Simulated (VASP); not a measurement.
Input of a VASP 6.6.1 run:

Contents of INCAR:

```
SYSTEM = Hg
PREC     = Accurate       ! precision mode
ENCUT    = 520            ! plane-wave cutoff, eV
EDIFF    = 1E-6           ! SCF threshold, eV
ISMEAR   = -1             ! smearing method
SIGMA    = 0.1            ! smearing width, eV
LREAL    = .False.        ! projectors in reciprocal space
LASPH    = .True.         ! aspherical terms in the spheres
NELM     = 60             ! most SCF steps
ALGO     = Normal         ! electronic algorithm
ISIF     = 2              ! what is computed and relaxed
LWAVE    = .False.        ! write WAVECAR
LCHARG   = .False.        ! write CHGCAR
GGA      = PS             ! functional
NBANDS   = 32             ! bands
```

Contents of KPOINTS:

```
Automatic mesh
0
Gamma
  13 13 4
  0 0 0
```

The input POSCAR:

```
Hg
1.0
    3.3124750813      0.0000000000      0.0000000000
   -1.6562375406      2.8686875698      0.0000000000
    0.0000000000      0.0000000000     11.0685841762
Hg
4
Direct
    0.0000000000      1.0000000000      1.0000000000
    0.0000000000      1.0000000000      0.5000000000
    0.3333333333      0.6666666667      0.2500000000
    0.6666666667      0.3333333333      0.7500000000
```

Potentials or basis: VASP PAW PBE potentials, release 64 (Hg).

Launch:

```bash
$ cat potpaw_PBE.64/Hg/POTCAR > POTCAR
$ mpirun -np 1 vasp_std > vasp.out
```

Task: Predict the band gap on the k mesh.

Result: Zero (bands 24 and 25 overlap by 1.05 eV).

Task: Predict the pressure.

Result: -2.1 GPa.

Stress tensor (GPa, compression positive):
```
-1.89  0.00  0.00
 0.00 -1.89  0.00
 0.00  0.00 -2.49
```

Caveat: the PAW data sets were made with another functional, which shifts forces and pressure a little; spin-orbit coupling is left out, which moves the levels of the heavy elements.
